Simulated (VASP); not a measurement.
Here is a VASP 6.6.1 calculation.

Contents of INCAR:

```
SYSTEM = PbS
PREC     = Accurate       ! precision mode
ENCUT    = 520            ! plane-wave cutoff, eV
EDIFF    = 1E-6           ! SCF threshold, eV
ISMEAR   = -1             ! smearing method
SIGMA    = 0.01           ! smearing width, eV
LREAL    = .FALSE.        ! projectors in reciprocal space
LASPH    = .TRUE.         ! aspherical terms in the spheres
NELM     = 60             ! most SCF steps
ALGO     = Normal         ! electronic algorithm
ISIF     = 2              ! what is computed and relaxed
LWAVE    = .FALSE.        ! write WAVECAR
LCHARG   = .FALSE.        ! write CHGCAR
GGA      = PE             ! functional
NBANDS   = 17             ! bands
```

KPOINTS

```
regular mesh
0
G
  8 8 8
  0 0 0
```

File POSCAR:

```
PbS
1.0
    0.0593000000      2.9946500000      2.9946500000
    2.9946500000      0.0593000000      2.9946500000
    2.9946500000      2.9946500000      0.0593000000
Pb S
1 1
Direct
    0.0000000000      0.0000000000      0.0000000000
    0.5000000000      0.5000000000      0.5000000000
```

Potentials or basis: VASP PAW PBE potentials, release 64 (Pb_d, S).

Launch:

```console
$ cat potpaw_PBE.64/Pb_d/POTCAR potpaw_PBE.64/S/POTCAR > POTCAR
$ mpirun -np 1 vasp_std > vasp.out
```

Q: Predict the pressure.

A: 2.2 GPa.

Q: Predict the band gap on the k mesh.

A: 0.18 eV, indirect (least direct gap 0.33 eV).

Stress tensor (GPa, compression positive):
```
 2.19 -0.41 -0.41
-0.41  2.19 -0.41
-0.41 -0.41  2.19
```

Caveat: the cell differs from its parent crystal (equal xy, yz and zx shear strains of +2 %); spin-orbit coupling is left out, which moves the levels of the heavy elements. A k mesh can miss the band edges.
